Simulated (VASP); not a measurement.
Write the native input for VASP 6.6.1 that does the following.

- Task: single point
- Functional: PBEsol
- Potentials or basis: VASP PAW PBE potentials, release 64 (N_h)
- Cutoff: 910 eV
- k mesh: 3 × 3 × 3
- Occupations: fermi-dirac, width 0.05 eV
- Spin: no spin polarisation
- Dipole correction: no
- Further INCAR settings: ALGO = Normal; EDIFF = 1e-06; NBANDS = 30

The structure of N lies in POSCAR:

```
N
1.0
    6.0324792848      0.0000000000      0.0000000000
    0.0000000000      6.0324792848      0.0000000000
    0.0000000000      0.0000000000      6.0324792848
N
8
Direct
    0.0526237592      0.0526237592      0.0526237592
    0.4473762408      0.9473762408      0.5526237592
    0.5526237592      0.4473762408      0.9473762408
    0.9473762408      0.5526237592      0.4473762408
    0.9473762408      0.9473762408      0.9473762408
    0.5526237592      0.0526237592      0.4473762408
    0.4473762408      0.5526237592      0.0526237592
    0.0526237592      0.4473762408      0.5526237592
```

One way to write it, as run:

INCAR

```
PREC = Accurate ; ENCUT = 910
EDIFF = 1E-6 ; ISMEAR = -1
SIGMA = 0.05 ; LREAL = F
LASPH = T ; NELM = 120
ALGO = Normal ; ISIF = 2
LWAVE = F ; LCHARG = T
GGA = PS ; LELF = T
LVHAR = T ; NBANDS = 30
GGA_COMPAT = F
```

KPOINTS

```
Automatic mesh
0
Gamma
  3 3 3
```

Potentials or basis: VASP PAW PBE potentials, release 64 (N_h).

The run is started by

```bash
$ cat potpaw_PBE.64/N_h/POTCAR > POTCAR
$ mpirun -np 1 vasp_std > vasp.out
```

It gave:

| Property | Result |
| --- | --- |
| Pressure | 0.1 GPa |
| Largest force | 0.209 eV/Å |
| Band gap on the k mesh | 7.64 eV (least direct gap 7.65 eV) |

Caveat: the cutoff is under 1.25 times the usual one of these potentials, so pressure, stress and relaxed cells hold a basis-set (Pulay) error; this functional lacks dispersion, which holds the molecules together, so the pressure and a relaxed volume are unreliable; the PAW data sets were made with another functional, which shifts forces and pressure a little; an odd mesh through Γ misses points on the zone boundary, where band edges can lie.

Run time: 88 s on 1 thread of Intel(R) Xeon(R) Platinum 8488C (Sapphire Rapids), on a shared host, peak memory 0.46 GiB.
